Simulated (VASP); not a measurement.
Set up this calculation in VASP 6.6.1, as the native input.

```
Task                   : relaxation of cell and atoms
Functional             : BLYP
Dispersion             : D3(BJ)
Potentials or basis    : VASP PAW PBE potentials, release 64 (Sn_d)
Cutoff                 : 600 eV
k mesh                 : 11 × 11 × 11
Occupations            : fermi-dirac, width 0.05 eV
Spin                   : no spin polarisation
Dipole correction      : no
Further INCAR settings : ALGO = Normal; EDIFF = 1e-06; IBRION = 2; EDIFFG = -0.005; NSW = 80; ISIF = 3
```

The structure of Sn lies in POSCAR:

```
Sn
1.0
   -1.7265390000      1.7755470000      2.3383420000
    1.7265390000     -1.7755470000      2.3383420000
    1.7265390000      1.7755470000     -2.3383420000
Sn
1
Direct
    0.0000000000      0.0000000000      0.0000000000
```

The input as run:

INCAR

```
SYSTEM = Sn
  PREC = Accurate
  ENCUT = 600
  EDIFF = 1E-6
  ISMEAR = -1
  SIGMA = 0.05
  LREAL = .FALSE.
  LASPH = .TRUE.
  NELM = 80
  ALGO = Normal
  ISIF = 3
  LWAVE = .FALSE.
  LCHARG = .FALSE.
  GGA = B5
  ALDAX = 1.0
  AGGAX = 1.0
  AGGAC = 1.0
  ALDAC = 0.0
  IVDW = 12
  VDW_S6 = 1.0
  VDW_S8 = 2.6996
  VDW_A1 = 0.4298
  VDW_A2 = 4.2359
  IBRION = 2
  NSW = 80
  EDIFFG = -0.005
```

KPOINTS

```
Automatic mesh
0
G
  11 11 11
  0 0 0
```

Potentials or basis: VASP PAW PBE potentials, release 64 (Sn_d).

The run is started by

```bash
$ cat potpaw_PBE.64/Sn_d/POTCAR > POTCAR
$ mpirun -np 1 vasp_std > vasp.out
```

Results of the run:

The relaxed volume is 27.68 Å³/atom, the relaxed cell is a = 3.378 Å, b = 3.378 Å, c = 3.378 Å, α = 118.93°, β = 118.93°, γ = 91.87° and the space group after relaxing (to 0.05 Å) is I4/mmm (No. 139). The energy gained by relaxing is 8.3 meV/atom and the ionic steps are 21. The pressure after relaxing is 0.0 GPa and the band gap on the k mesh is zero (band 7 reaches 15.70 eV, above the bottom of band 8 at 6.66 eV). The dispersion energy per atom is -0.902 eV.

Caveat: the PAW data sets were made with another functional, which shifts forces and pressure a little; spin-orbit coupling is left out, which moves the levels of the heavy elements; pairwise dispersion overbinds metals, which lowers pressure and volume.

Wall time 10 min on 1 thread of Intel(R) Xeon(R) Platinum 8375C CPU @ 2.90GHz (Ice Lake) (shared host), peak memory 0.24 GiB.
